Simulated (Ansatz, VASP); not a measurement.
## Ca2Al2O in VASP and in Ansatz

```
Ca Al O
1.0
     4.69926    0.00000    0.00000
     0.00000    4.69926    0.00000
     0.00000    0.00000    4.21422
Ca Al O
2 2 1
Direct
  0.50000 0.50000 0.50000
  0.00000 0.00000 0.50000
  0.50000 0.00000 0.50000
  0.00000 0.50000 0.50000
  0.00000 0.00000 0.00000
```

Alike in both runs: task single point; functional PBE; k mesh 4 × 4 × 4; occupations gaussian, width 0.1 eV; collinear spin.

|  | VASP | Ansatz |
| --- | --- | --- |
| version | VASP 6.6.1 | Ansatz 0.2.0 |
| potentials or method | VASP PAW PBE potentials, release 64 (Ca_sv, Al, O), cutoff 520 eV | scalar-relativistic, plane waves, PAW |
| valence electrons in the cell | 32 | 32 |

|  | VASP | Ansatz | Ansatz less VASP |
| --- | --- | --- | --- |
| gap on the k mesh at the Fermi level (eV) | none | none | - |
| net moment per atom (μB) | 0.00 | 0.00 | 0.000 |

A gap of «none» marks a metal or a gap that the smearing closes. The functional is the same, so the differences come from potentials, cutoffs and numerics. Ansatz's warnings: seeded moment not kept.

The k mesh is coarse, so the values compare programs but aren't converged.
